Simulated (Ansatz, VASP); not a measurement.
**Au: VASP beside Ansatz**

```
CELL_PARAMETERS angstrom
0.00000 3.08030 3.08030
3.08030 0.00000 3.08030
3.08030 3.08030 0.00000
ATOMIC_POSITIONS crystal
Au 0.00000 0.00000 0.00000
Au 0.25000 0.25000 0.25000
```

Alike in both runs: task single point; functional LDA; k mesh 10 × 10 × 10; occupations fermi-dirac, width 0.05 eV; no spin polarisation.

|  | VASP | Ansatz |
| --- | --- | --- |
| version | VASP 6.6.1 | Ansatz 0.2.0 |
| potentials or method | VASP PAW LDA potentials, release 64 (Au), cutoff 500 eV | all-electron LAPW, scalar-relativistic |

Ansatz gave:

- pressure (GPa): -6.2

**Question.** Which values does VASP return?

**Answer.** Pressure (GPa): -6.0.

LDA's correlation is that of Perdew and Zunger in VASP and of Perdew and Wang (1992) in Ansatz. Ansatz ran all-electron here, and VASP with PAW potentials.

Spin-orbit coupling is off throughout.
